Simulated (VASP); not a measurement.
# BN (F-43m) in VASP: notebook

BN is run at these levels: PBEsol; tasks: single point.

All numbers are computed with VASP 6.6.1; they aren't measurements. Logs are shortened: lines on timing, memory, paths and dates and some standing lists are left out, and cuts for length are marked.

### Step 1. The cell of the first run

It takes space group F-43m (No. 216, cubic). The conventional cell has a = 3.605 Å, b = 3.605 Å, c = 3.605 Å, α = 90.00°, β = 90.00°, γ = 90.00°. B (site symmetry -43m) has 4 N at 1.56 Å within 2.1 Å. Within 2.1 Å of N (site symmetry -43m) lie 4 B at 1.56 Å.

### Step 2. Single point, PBEsol

Contents of INCAR:

```
ALGO     = Normal         # electronic algorithm
EDIFF    = 1E-6           # SCF threshold, eV
ENCUT    = 520            # plane-wave cutoff, eV
GGA      = PS             # functional
ISIF     = 2              # what is computed and relaxed
ISMEAR   = 0              # smearing method
LASPH    = T              # aspherical terms in the spheres
LCHARG   = F              # write CHGCAR
LREAL    = F              # projectors in reciprocal space
LWAVE    = F              # write WAVECAR
NBANDS   = 11             # bands
NELM     = 80             # most SCF steps
PREC     = Accurate       # precision mode
SIGMA    = 0.05           # smearing width, eV
```

Contents of KPOINTS:

```
k-points
0
Gamma
  12 12 12
```

Contents of POSCAR:

```
BN
1.0
    0.0000000000      1.8026024960      1.8026024960
    1.8026024960      0.0000000000      1.8026024960
    1.8026024960      1.8026024960      0.0000000000
B N
1 1
Direct
    0.0000000000      0.0000000000      0.0000000000
    0.7500000000      0.7500000000      0.7500000000
```

Potentials or basis: VASP PAW PBE potentials, release 64 (B, N).

Run with:

```
> cat potpaw_PBE.64/B/POTCAR potpaw_PBE.64/N/POTCAR > POTCAR
> mpirun -np 1 vasp_std > vasp.out
```

OUTCAR:

```text
EDIFF = 1E-6
   ENCUT = 520
   GGA = PS
   ISIF = 2
   ISMEAR = 0
   LASPH = T
   LREAL = F
   NELM = 80
   PREC = Accurate

 ion  position               nearest neighbor table
   1  0.000  0.000  0.000-   2 1.56   2 1.56   2 1.56   2 1.56
   2  0.750  0.750  0.750-   1 1.56   1 1.56   1 1.56   1 1.56

  LATTYP: Found a face centered cubic cell.
 ALAT       =     3.6052049920

  Lattice vectors:

 A1 = (   0.0000000000,   1.8026024960,   1.8026024960)
 A2 = (   1.8026024960,   0.0000000000,   1.8026024960)
 A3 = (   1.8026024960,   1.8026024960,   0.0000000000)

Analysis of symmetry for initial positions (statically):
=====================================================================
 Subroutine PRICEL returns:
 Original cell was already a primitive cell.

 Routine SETGRP: Setting up the symmetry group for a
 face centered cubic supercell.

 Subroutine GETGRP returns: Found 24 space group operations
 (whereof 24 operations were pure point group operations)
 out of a pool of 48 trial point group operations.

The static configuration has the point symmetry T_d .

Analysis of symmetry for dynamics (positions and initial velocities):
=====================================================================
 Subroutine PRICEL returns:
 Original cell was already a primitive cell.

 Routine SETGRP: Setting up the symmetry group for a
 face centered cubic supercell.

 Subroutine GETGRP returns: Found 24 space group operations
 (whereof 24 operations were pure point group operations)
 out of a pool of 48 trial point group operations.

The dynamic configuration has the point symmetry T_d .

 Subroutine INISYM returns: Found 24 space group operations
 (whereof 24 operations are pure point group operations),
 and found     1 'primitive' translations

----------------------------------------------------------------------------------------

                                     Primitive cell

  volume of cell :      11.7147

  direct lattice vectors                    reciprocal lattice vectors
     0.000000000  1.802602496  1.802602496    -0.277376738  0.277376738  0.277376738
     1.802602496  0.000000000  1.802602496     0.277376738 -0.277376738  0.277376738
     1.802602496  1.802602496  0.000000000     0.277376738  0.277376738 -0.277376738

  length of vectors
     2.549264897  2.549264897  2.549264897     0.480430603  0.480430603  0.480430603

  position of ions in fractional coordinates (direct lattice)
     0.000000000  0.000000000  0.000000000
     0.750000000  0.750000000  0.750000000

  ion indices of the primitive-cell ions
   primitive index   ion index
                 1           1
                 2           2

----------------------------------------------------------------------------------------

 KPOINTS: k-points

Automatic generation of k-mesh.
 Grid dimensions read from file:
 generate k-points for:   12   12   12

 Generating k-lattice:

  Cartesian coordinates                     Fractional coordinates (reciprocal lattice)
    -0.023114728  0.023114728  0.023114728     0.083333333  0.000000000  0.000000000
     0.023114728 -0.023114728  0.023114728     0.000000000  0.083333333  0.000000000
     0.023114728  0.023114728 -0.023114728     0.000000000  0.000000000  0.083333333

  Length of vectors
     0.040035884  0.040035884  0.040035884

  Shift w.r.t. Gamma in fractional coordinates (k-lattice)
     0.000000000  0.000000000  0.000000000

 Subroutine IBZKPT returns following result:
 ===========================================

 Found     72 irreducible k-points:

 Following reciprocal coordinates:
            Coordinates               Weight
  0.000000  0.000000  0.000000      1.000000
  0.083333  0.000000  0.000000      8.000000
  0.166667  0.000000  0.000000      8.000000
  0.250000  0.000000  0.000000      8.000000
  0.333333  0.000000  0.000000      8.000000
  0.416667  0.000000  0.000000      8.000000
[... 16 lines left out ...]
  0.500000  0.166667  0.000000     24.000000
 -0.416667  0.166667  0.000000     24.000000
 [... further k-points ...]
   k-points           NKPTS =     72   k-points in BZ     NKDIM =     72   number of bands    NBANDS=     11
   number of dos      NEDOS =    301   number of ions     NIONS =      2
   total plane-waves  NPLWV =   8000
   dimension x,y,z NGX =    20 NGY =   20 NGZ =   20
   dimension x,y,z NGXF=    40 NGYF=   40 NGZF=   40
   ions per type =               1   1
   NGX,Y,Z   is equivalent  to a cutoff of  13.04, 13.04, 13.04 a.u.
   NGXF,Y,Z  is equivalent  to a cutoff of  26.09, 26.09, 26.09 a.u.
 SYSTEM =  unknown system
   PREC   = accura    normal or accurate (medium, high low for compatibility)
   ISTART =      0    job   : 0-new  1-cont  2-samecut
   ICHARG =      2    charge: 1-file 2-atom 10-const
   ISPIN  =      1    spin polarized calculation?
   LNONCOLLINEAR =      F non collinear calculations
   LSORBIT =      F    spin-orbit coupling
   LASPH  =      T    aspherical Exc in radial PAW
   ENCUT  =  520.0 eV  38.22 Ry    6.18 a.u.   4.74  4.74  4.74*2*pi/ulx,y,z
   NELM   =     80;   NELMIN=  2; NELMDL= -5     # of ELM steps
   EDIFF  = 0.1E-05   stopping-criterion for ELM
   LREAL  =      F    real-space projection
   EDIFFG = 0.1E-04   stopping-criterion for IOM
   NSW    =      0    number of steps for IOM
   IBRION =     -1    ionic relax: 0-MD 1-quasi-New 2-CG
   NFREE  =      0    steps in history (QN), initial steepest desc. (CG)
   ISIF   =      2    stress and relaxation
   ISYM   =      2    0-nonsym 1-usesym 2-fastsym
   POTIM  = 0.5000    time-step for ionic-motion
   TEBEG  =    0.0;   TEEND  =   0.0 temperature during run
   PSTRESS=    0.0 pullay stress
   NELECT =       8.0000    total number of electrons
   NUPDOWN=      -1.0000    fix difference up-down
   EMIN   =  10.00;   EMAX   =-10.00  energy-range for DOS
   EFERMI =   0.00;   METHOD = LEGACY
   ISMEAR =     0;   SIGMA  =   0.05  broadening in eV -4-tet -1-fermi 0-gaus
   EFERMI_NEDOS =   21; number of points for ismear=-14 and -15
   IALGO  =     38    algorithm
   IMIX   =      4    mixing-type and parameters
     AMIX     =   0.40;   BMIX     =  1.00
     AMIX_MAG =   1.60;   BMIX_MAG =  1.00
  volume/ion in A,a.u.               =       5.86        39.53
  Fermi-wavevector in a.u.,A,eV,Ry     =   1.441656  2.724334 28.277953  2.078371
  Thomas-Fermi vector in A             =   2.560263
   LORBIT       =      0    0 simple, 1 ext, 2 COOP (PROOUT), +10 PAW based schemes
   GGA     = PS    functional components
   LHFCALC =     F    Hartree Fock is set to
   AEXX    =    0.0000 exact exchange contribution
   IVDW    =     0    specifies the selected vdW correction
   LEPSILON=     F    determine dielectric tensor
   LRPA    =     F    only Hartree local field effects (RPA)
 non-spin polarized calculation
 Gauss-broadening in eV      SIGMA  =   0.05
  energy-cutoff  :      520.00
  volume of cell :       11.71
 maximum number of plane-waves:       332
   NGX =  9   NGY =  9   NGZ =  9

 number of electron       7.9999999 magnetization

 Free energy of the ion-electron system (eV)
  ---------------------------------------------------
  ext. energy  EPLUGINS =         0.00000000
  ---------------------------------------------------
  free energy    TOTEN  =       -18.34682202 eV

  energy without entropy =      -18.34682202  energy(sigma->0) =      -18.34682202

 E-fermi :   7.6826     XC(G=0): -13.0560

 val. band max:        7.4633969167   @ k =   0.0000   0.0000   0.0000
 cond. band min:      11.7486145914   @ k =   0.5000   0.5000   0.0000
 fundamental gap:      4.2852176747
 Fermi energy:         7.6826013035

 k-point     1 :       0.0000    0.0000    0.0000
  band No.  band energies     occupation
      1     -12.8827      2.00000
      2       7.4634      2.00000
      3       7.4634      2.00000
      4       7.4634      2.00000
      5      16.2632      0.00000
      6      16.2632      0.00000
      7      16.2632      0.00000
      8      17.8625      0.00000
      9      32.1261      0.00000
     10      35.2530      0.00000
     11      35.2530      0.00000

 k-point     2 :       0.0833    0.0000    0.0000
  band No.  band energies     occupation
      1     -12.7116      2.00000
      2       6.5391      2.00000
      3       7.2796      2.00000
      4       7.2796      2.00000
      5      16.4765      0.00000
      6      16.5416      0.00000
      7      16.5416      0.00000
      8      18.4300      0.00000
      9      31.8750      0.00000
     10      32.9344      0.00000
     11      32.9344      0.00000

 k-point     3 :       0.1667    0.0000    0.0000
  band No.  band energies     occupation
      1     -12.2044      2.00000
      2       4.4139      2.00000
      3       6.8331      2.00000
      4       6.8331      2.00000
      5      16.8056      0.00000
      6      17.1849      0.00000
      7      17.1849      0.00000
      8      19.7503      0.00000
      9      31.2593      0.00000
     10      31.3631      0.00000
     11      31.3631      0.00000

 k-point     4 :       0.2500    0.0000    0.0000
  band No.  band energies     occupation
      1     -11.3838      2.00000
      2       1.9182      2.00000
      3       6.3191      2.00000
      4       6.3191      2.00000
      5      17.1269      0.00000
      6      17.7922      0.00000
      7      17.7922      0.00000
      8      21.0503      0.00000
      9      30.7078      0.00000
     10      30.9629      0.00000
     11      30.9629      0.00000
[... 239 lines left out ...]
 k-point    22 :       0.4167    0.1667    0.0000
  band No.  band energies     occupation
      1      -9.3974      2.00000
      2      -0.8136      2.00000
      3       4.2923      2.00000
      4       4.4617      2.00000
      5      15.8864      0.00000
      6      19.9141      0.00000
      7      20.3529      0.00000
      8      21.2071      0.00000
      9      27.7512      0.00000
     10      33.7276      0.00000
     11      35.8405      0.00000

 k-point    23 :       0.5000    0.1667    0.0000
  band No.  band energies     occupation
      1      -8.3994      2.00000
      2      -2.4077      2.00000
      3       3.6972      2.00000
      4       4.5375      2.00000
      5      16.2318      0.00000
      6      19.8495      0.00000
      7      20.0978      0.00000
      8      22.5353      0.00000
      9      28.1214      0.00000
     10      33.9235      0.00000
     11      35.0402      0.00000

 k-point    24 :      -0.4167    0.1667    0.0000
  band No.  band energies     occupation
      1      -8.2059      2.00000
      2      -2.6863      2.00000
      3       3.2874      2.00000
      4       4.8589      2.00000
      5      16.6867      0.00000
      6      19.6977      0.00000
      7      19.7015      0.00000
      8      23.1688      0.00000
      9      28.4097      0.00000
     10      32.7513      0.00000
     11      34.1853      0.00000

 [... further k-points ...]

------------------------ aborting loop because EDIFF is reached ----------------------------------------

  FORCE on cell =-STRESS in cart. coord.  units (eV):
  Direction    XX          YY          ZZ          XY          YZ          ZX
  --------------------------------------------------------------------------------------
  -------------------------------------------------------------------------------------
  Total        0.0571194      0.0571194      0.0571194      0.0000000      0.0000000     -0.0000000
  in kB        7.8120427      7.8120427      7.8120427      0.0000000      0.0000000     -0.0000000
  external PRESSURE =       7.8120427 kB  Pullay stress =       0.0000000 kB

 VOLUME and BASIS-vectors are now :
 -----------------------------------------------------------------------------
  energy-cutoff  :      520.00
  volume of cell :       11.71
      direct lattice vectors                 reciprocal lattice vectors
     0.000000000  1.802602496  1.802602496    -0.277376738  0.277376738  0.277376738
     1.802602496  0.000000000  1.802602496     0.277376738 -0.277376738  0.277376738
     1.802602496  1.802602496  0.000000000     0.277376738  0.277376738 -0.277376738

 POSITION                                       TOTAL-FORCE (eV/Angst)
 -----------------------------------------------------------------------------------
      0.00000      0.00000      0.00000         0.000000      0.000000      0.000000
      2.70390      2.70390      2.70390        -0.000000     -0.000000     -0.000000
 -----------------------------------------------------------------------------------
    total drift:                               -0.000000     -0.000000     -0.000000

  FREE ENERGIE OF THE ION-ELECTRON SYSTEM (eV)
  ---------------------------------------------------
  free  energy   TOTEN  =       -18.3468220220 eV

  energy  without entropy=      -18.3468220220  energy(sigma->0) =      -18.34682202
```

It took 14 s on 1 thread of Intel Xeon 8259CL, shared host; peak memory 0.12 GiB.

What came out:

| Item | Value |
| --- | --- |
| Free energy | -18.3468 eV |
| Pressure | 0.8 GPa |
| Band gap on the k mesh | 4.29 eV, indirect (least direct gap 8.80 eV) |

Levels at points of the mesh, in eV from the valence-band top:
```
           k point  band 1  band 2  band 3  band 4  band 5  band 6  band 7  band 8
(0.00, 0.00, 0.00)  -20.35    0.00    0.00    0.00    8.80    8.80    8.80   10.40
(0.50, 0.00, 0.00)  -16.04  -10.85   -1.96   -1.96   10.20   10.67   10.67   15.16
(0.50, 0.50, 0.00)  -14.65   -9.02   -4.98   -4.98    4.29    9.14   18.00   18.00
```

Caveat: the PAW data sets were made with another functional, which shifts forces and pressure a little.

### Step 3. Single point, PBEsol

This run uses another cell than the first one, of 5.96 Å³/atom, 1.017 times its volume.

Contents of INCAR:

```
SYSTEM = BN
  ALGO = Normal
  EDIFF = 1E-6
  ENCUT = 600
  GGA = PS
  GGA_COMPAT = .False.
  ISIF = 2
  ISMEAR = 0
  LASPH = .True.
  LCHARG = .False.
  LREAL = .False.
  LWAVE = .False.
  NBANDS = 11
  NELM = 120
  PREC = Accurate
  SIGMA = 0.1
```

Contents of KPOINTS:

```
k-points
0
Gamma
  8 8 8
  0 0 0
```

Contents of POSCAR:

```
BN
1.0
    0.0000000000      1.8130010000      1.8130010000
    1.8130010000      0.0000000000      1.8130010000
    1.8130010000      1.8130010000      0.0000000000
B N
1 1
Direct
    0.0000000000      0.0000000000      0.0000000000
    0.7500000000      0.7500000000      0.7500000000
```

Potentials or basis: VASP PAW PBE potentials, release 64 (B, N).

Run with:

```
> cat potpaw_PBE.64/B/POTCAR potpaw_PBE.64/N/POTCAR > POTCAR
> mpirun -np 1 vasp_std > vasp.out
```

OUTCAR:

```text
SYSTEM = BN
   EDIFF = 1E-6
   ENCUT = 600
   GGA = PS
   ISIF = 2
   ISMEAR = 0
   LASPH = .True.
   LREAL = .False.
   NELM = 120
   PREC = Accurate

 ion  position               nearest neighbor table
   1  0.000  0.000  0.000-   2 1.57   2 1.57   2 1.57   2 1.57
   2  0.750  0.750  0.750-   1 1.57   1 1.57   1 1.57   1 1.57

  LATTYP: Found a face centered cubic cell.
 ALAT       =     3.6260020000

  Lattice vectors:

 A1 = (   0.0000000000,   1.8130010000,   1.8130010000)
 A2 = (   1.8130010000,   0.0000000000,   1.8130010000)
 A3 = (   1.8130010000,   1.8130010000,   0.0000000000)
[... 512 lines left out ...]
      7      21.4681      0.00000
      8      22.8298      0.00000
      9      26.4055      0.00000
     10      32.8162      0.00000
     11      34.4236      0.00000

 [... further k-points ...]
[... 5 lines left out ...]
  --------------------------------------------------------------------------------------
  -------------------------------------------------------------------------------------
  Total       -0.4483438     -0.4483438     -0.4483438      0.0000000      0.0000000      0.0000000
  in kB      -60.2695006    -60.2695006    -60.2695006      0.0000000      0.0000000      0.0000000
  external PRESSURE =     -60.2695006 kB  Pullay stress =       0.0000000 kB

 VOLUME and BASIS-vectors are now :
 -----------------------------------------------------------------------------
  energy-cutoff  :      600.00
  volume of cell :       11.92
      direct lattice vectors                 reciprocal lattice vectors
     0.000000000  1.813001000  1.813001000    -0.275785838  0.275785838  0.275785838
     1.813001000  0.000000000  1.813001000     0.275785838 -0.275785838  0.275785838
     1.813001000  1.813001000  0.000000000     0.275785838  0.275785838 -0.275785838

 POSITION                                       TOTAL-FORCE (eV/Angst)
 -----------------------------------------------------------------------------------
      0.00000      0.00000      0.00000         0.000000      0.000000      0.000000
      2.71950      2.71950      2.71950        -0.000000     -0.000000     -0.000000
 -----------------------------------------------------------------------------------
    total drift:                               -0.000000     -0.000000     -0.000000

  FREE ENERGIE OF THE ION-ELECTRON SYSTEM (eV)
  ---------------------------------------------------
  free  energy   TOTEN  =       -18.3474300986 eV

  energy  without entropy=      -18.3474300986  energy(sigma->0) =      -18.34743010
```

OSZICAR:

```text
N       E                     dE             d eps       ncg     rms          rms(c)
DAV:   1     0.142303484190E+02    0.14230E+02   -0.54391E+03   646   0.809E+02
DAV:   2    -0.186545297840E+02   -0.32885E+02   -0.32205E+02   770   0.192E+02
DAV:   3    -0.192779701969E+02   -0.62344E+00   -0.62266E+00   761   0.221E+01
DAV:   4    -0.192787315555E+02   -0.76136E-03   -0.76134E-03   701   0.872E-01
DAV:   5    -0.192787322736E+02   -0.71816E-06   -0.71814E-06   746   0.262E-02    0.648E+00
DAV:   6    -0.184481033766E+02    0.83063E+00   -0.26896E+00   699   0.981E+00    0.320E+00
DAV:   7    -0.183676433931E+02    0.80460E-01   -0.93056E-02   716   0.247E+00    0.184E+00
DAV:   8    -0.183474091652E+02    0.20234E-01   -0.32261E-02   719   0.124E+00    0.174E-01
DAV:   9    -0.183474070749E+02    0.20904E-05   -0.82979E-04   683   0.248E-01    0.780E-02
DAV:  10    -0.183474281174E+02   -0.21043E-04   -0.63921E-05   707   0.768E-02    0.133E-02
DAV:  11    -0.183474300083E+02   -0.18909E-05   -0.40119E-06   716   0.157E-02    0.809E-03
DAV:  12    -0.183474300986E+02   -0.90325E-07   -0.94471E-07   361   0.689E-03
   1 F= -.18347430E+02 E0= -.18347430E+02  d E =-.134236E-16
```

stdout:

```text
POSCAR found type information on POSCAR B N
 POSCAR found :  2 types and       2 ions
 scaLAPACK will be used
 -----------------------------------------------------------------------------
|                                                                             |
|                                                                             |
|     You enforced a specific xc type in the INCAR file but a different       |
|     I HOPE YOU KNOW WHAT YOU ARE DOING!                                     |
|                                                                             |
 -----------------------------------------------------------------------------

 LDA part: xc-table for (Slater+PW92), standard interpolation
 POSCAR, INCAR and KPOINTS ok, starting setup
 FFT: planning ... GRIDC
 FFT: planning ... GRID_SOFT
 FFT: planning ... GRID
 WAVECAR not read
 entering main loop
```

It took 3.7 s on 1 thread of Intel Xeon 6975P-C (Granite Rapids), shared host; peak memory 0.12 GiB.

What came out:

| Quantity | Value |
| --- | --- |
| Free energy | -18.3474 eV |
| Pressure | -6.0 GPa |
| Band gap on the k mesh | 4.27 eV, indirect (least direct gap 8.72 eV) |

Caveat: the PAW data sets were made with another functional, which shifts forces and pressure a little.
